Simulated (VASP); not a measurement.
The system is Al3H2.

```
Al H
1.0
    -1.47500    1.47500    6.84000
     1.47500   -1.47500    6.84000
     1.47500    1.47500   -6.84000
Al H
3 2
Direct
  0.66500 0.66500 0.00000
  0.33500 0.33500 0.00000
  0.00000 0.00000 0.00000
  0.25000 0.75000 0.50000
  0.75000 0.25000 0.50000
```

| Quantity | Value |
| --- | --- |
| Program | VASP 6.6.1 |
| Task | relaxation of cell and atoms |
| Functional | PBE |
| Potentials or basis | VASP PAW PBE potentials, release 64 (Al, H) |
| Cutoff | 600 eV |
| k mesh | 8 × 8 × 8 |
| Occupations | gaussian, width 0.2 eV |
| Spin | no spin polarisation |

At the start: pressure -0.3 GPa; volume 11.91 Å³/atom.

Task: How do energy, volume and symmetry change on relaxing?

Result: Over 7 steps the energy falls by 74.6 meV/atom and the volume is 11.21 Å³/atom (-5.9 %); space group I4/mmm (No. 139, to 0.1 Å) before and after.

The path:
| step | energy change (eV) | largest force (eV/Å) | pressure (GPa) | volume (Å³) |
| --- | --- | --- | --- | --- |
| 1 | 0.0000 | 1.5391 | -0.34 | 59.53 |
| 2 | -0.1937 | 1.0121 | -1.69 | 59.31 |
| 3 | -0.3126 | 0.1498 | -2.96 | 59.01 |
| 4 | -0.3174 | 0.0006 | -3.11 | 58.95 |
| 5 | -0.3644 | 0.0853 | -0.23 | 56.32 |
| 6 | -0.3661 | 0.1103 | 0.44 | 55.81 |
| 7 | -0.3730 | 0.0349 | 0.24 | 56.03 |

Final structure:
```yaml
crystal:
  lattice:
    - [-1.46599, 1.46599, 6.51730]
    - [1.46599, -1.46599, 6.51730]
    - [1.46599, 1.46599, -6.51730]
  atoms:
    - { symbol: Al, position: [0.64927, 0.64927, 0.00000] }
    - { symbol: Al, position: [0.35073, 0.35073, 0.00000] }
    - { symbol: Al, position: [0.00000, 0.00000, 0.00000] }
    - { symbol: H, position: [0.25000, 0.75000, 0.50000] }
    - { symbol: H, position: [0.75000, 0.25000, 0.50000] }
```

Caveat: the relaxation stopped at a loose force limit of 0.08 eV/Å, so its end isn't a converged minimum.
